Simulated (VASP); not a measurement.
Here is a VASP 6.6.1 calculation.

POSCAR

```
NbH2
1.0
    0.0000000000      2.2959134867      2.2959134867
    2.2959134867      0.0000000000      2.2959134867
    2.2959134867      2.2959134867      0.0000000000
Nb H
1 2
Direct
    0.0000000000      0.0000000000      0.0000000000
    0.2500000000      0.2500000000      0.2500000000
    0.7500000000      0.7500000000      0.7500000000
```

The input INCAR.step1:

```
PREC = Accurate
ENCUT = 520
ISMEAR = 0
SIGMA = 0.1
LREAL = F
LASPH = T
NELM = 80
NBANDS = 14
GGA = PE
ALGO = Normal
EDIFF = 1E-4
LWAVE = T
LCHARG = F
```

File INCAR.step2:

```
PREC = Accurate
ENCUT = 520
EDIFF = 1E-6
ISMEAR = 0
SIGMA = 0.1
LREAL = F
LASPH = T
NELM = 80
ALGO = Normal
ISIF = 2
LWAVE = F
LCHARG = F
METAGGA = R2SCAN
LMIXTAU = T
NBANDS = 14
ISTART = 1
```

File KPOINTS:

```
regular mesh
0
Gamma
  16 16 16
```

Potentials or basis: VASP PAW PBE potentials, release 64 (Nb_sv, H).

Launch:

```console
$ cat potpaw_PBE.64/Nb_sv/POTCAR potpaw_PBE.64/H/POTCAR > POTCAR
$ cp INCAR.step1 INCAR
$ mpirun -np 1 vasp_std > vasp.out
$ cp INCAR.step2 INCAR
$ mpirun -np 1 vasp_std > vasp.out
```

Problem. What does it give for the pressure?

Solution. -5.5 GPa.

Problem. Estimate the band gap on the k mesh.

Solution. Zero (an odd number of electrons rules out a gap without spin polarisation).

Caveat: the cell stands under tension; the PAW data sets were made with another functional, which shifts forces and pressure a little.
